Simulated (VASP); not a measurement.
PbSe:

```
Pb Se
1.0
     3.78432    0.00000    0.00000
     0.00000    3.78432    0.00000
     0.00000    0.00000    3.78432
Pb Se
1 1
Direct
  0.00000 0.00000 0.00000
  0.50000 0.50000 0.50000
```

| Quantity | Value |
| --- | --- |
| Program | VASP 6.6.1 |
| Task | relaxation of cell and atoms |
| Functional | revPBE |
| Potentials or basis | VASP PAW PBE potentials, release 64 (Pb_d, Se) |
| Cutoff | 600 eV |
| k mesh | 7 × 7 × 7 |
| Occupations | fermi-dirac, width 0.05 eV |
| Spin | no spin polarisation |

At the start: pressure 1.2 GPa; volume 27.10 Å³/atom.

Problem. Where does the relaxation end?

Solution. Over 3 steps the energy falls by 2.6 meV/atom and the volume is 27.81 Å³/atom (+2.6 %); space group Pm-3m (No. 221, to 0.05 Å).

Step by step:
| step | energy change (eV) | largest force (eV/Å) | pressure (GPa) | volume (Å³) |
| --- | --- | --- | --- | --- |
| 1 | 0.0000 | 0.0000 | 1.19 | 54.20 |
| 2 | -0.0051 | 0.0000 | -0.13 | 55.78 |
| 3 | -0.0052 | 0.0000 | 0.01 | 55.62 |

Final structure:
```cif
data_structure
_symmetry_space_group_name_H-M 'P 1'
_symmetry_Int_Tables_number 1
_cell_length_a 3.8172
_cell_length_b 3.8172
_cell_length_c 3.8172
_cell_angle_alpha 90.000
_cell_angle_beta 90.000
_cell_angle_gamma 90.000
_cell_volume 55.62
loop_
_atom_site_label
_atom_site_type_symbol
_atom_site_fract_x
_atom_site_fract_y
_atom_site_fract_z
_atom_site_occupancy
Pb1 Pb 0.00000 0.00000 0.00000 1
Se1 Se 0.50000 0.50000 0.50000 1
```

Caveat: the PAW data sets were made with another functional, which shifts forces and pressure a little.
